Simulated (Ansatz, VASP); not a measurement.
# One calculation of SnTe, two programs

```
Sn Te
1.0
     0.00000    3.15650    3.15650
     3.15650    0.00000    3.15650
     3.15650    3.15650    0.00000
Sn Te
1 1
Direct
  0.50000 0.50000 0.50000
  0.00000 0.00000 0.00000
```

Alike in both runs: task single point; functional PBE-based screened hybrid with a share of 0.35 of exact exchange and HFSCREEN = 0.1; k mesh 6 × 6 × 6; occupations gaussian, width 0.05 eV; no spin polarisation.

```csv
,VASP,Ansatz
version,VASP 6.6.1,Ansatz 0.2.0
potentials or method,"VASP PAW PBE potentials, release 64 (Sn_d, Te), cutoff 520 eV","scalar-relativistic, plane waves, PAW"
valence electrons in the cell,20,30
```

```tsv
	VASP	Ansatz	Ansatz less VASP
gap on the k mesh at the Fermi level (eV)	0.42	0.50	+0.078
least direct gap on the mesh (eV)	0.42	0.50	+0.078
pressure (GPa)	0.4	0.7	+0.35
```

VASP's potentials were made for PBE, not for PBE-based screened hybrid. The functional is the same, so the differences come from potentials, cutoffs and numerics. VASP's potentials hold 20 valence electrons a cell and Ansatz's 30, so a difference there can come from the potentials and not from the codes. Ansatz's warnings: stress exchange threshold loose, stress scf threshold loose.

Neither program's run includes spin-orbit coupling.
